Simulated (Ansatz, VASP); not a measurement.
**Zr: VASP beside Ansatz**

```
Zr
1.0
     0.00000    2.25500    2.25500
     2.25500    0.00000    2.25500
     2.25500    2.25500    0.00000
Zr
1
Cartesian
  0.0000 0.0000 0.0000
```

Alike in both runs: task single point; functional PBE; k mesh 16 × 16 × 16; occupations fermi-dirac, width 0.01 eV; no spin polarisation.

|  | VASP | Ansatz |
| --- | --- | --- |
| version | VASP 6.6.1 | Ansatz 0.2.0 |
| potentials or method | VASP PAW PBE potentials, release 64 (Zr_sv), cutoff 520 eV | all-electron LAPW, scalar-relativistic |

```csv
,VASP,Ansatz,Ansatz less VASP
pressure (GPa),0.9,0.9,0.00
```

Ansatz ran all-electron here, and VASP with PAW potentials.
